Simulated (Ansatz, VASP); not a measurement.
**HgTe: VASP beside Ansatz**

Contents of INCAR:

```
PREC = Accurate ; ENCUT = 520
EDIFF = 1E-7 ; ISMEAR = -1
SIGMA = 0.05 ; LREAL = F
LASPH = T ; NELM = 60
ALGO = Normal ; ISIF = 2
LWAVE = F ; LCHARG = F
GGA = CA ; NBANDS = 16
```

KPOINTS

```
Automatic mesh
0
Gamma
  12 12 12
```

POSCAR

```
HgTe
1.0
    0.0000000000      2.7593146477      2.7593146477
    2.7593146477      0.0000000000      2.7593146477
    2.7593146477      2.7593146477      0.0000000000
Hg Te
1 1
Direct
    0.0000000000      0.0000000000      0.0000000000
    0.5000000000      0.5000000000      0.5000000000
```

Input for Ansatz:

```yaml
crystal:
  lattice:
    - [0.0, 2.7593146477, 2.7593146477]
    - [2.7593146477, 0.0, 2.7593146477]
    - [2.7593146477, 2.7593146477, 0.0]
  atoms:
    - { symbol: Hg, position: [0.0, 0.0, 0.0] }
    - { symbol: Te, position: [0.5, 0.5, 0.5] }
kpoints:
  mp_grid: { grid: [12, 12, 12] }
scf:
  occupations: { method: fermi_dirac, width: 0.05 }
hamiltonian:
  xc: lda
  pseudopotentials: { kind: paw }
output:
  forces: true
  stress: true
  eigenvalues: true
  populations: true
```

Change from the starting cell: volume scaled by 0.8, PAW files.

Alike in both runs: task single point; functional LDA; k mesh 12 × 12 × 12; occupations fermi-dirac, width 0.05 eV; no spin polarisation.

|  | VASP | Ansatz |
| --- | --- | --- |
| version | VASP 6.6.1 | Ansatz 0.2.0 |
| potentials or method | VASP PAW LDA potentials, release 64 (Hg, Te) | PAW with Ansatz's default frozen-core files, scalar-relativistic |
| plane-wave cutoff (eV) | 520 | 420 |
| valence electrons in the cell | 18 | 36 |

Ansatz gave:

* pressure (GPa): 26.2

Q: Estimate VASP's values.

A: Pressure (GPa): 27.5.

LDA's correlation is that of Perdew and Zunger in VASP and of Perdew and Wang (1992) in Ansatz. VASP's potentials hold 18 valence electrons a cell and Ansatz's 36, so a difference there can come from the potentials and not from the codes.

Spin-orbit coupling is off throughout.
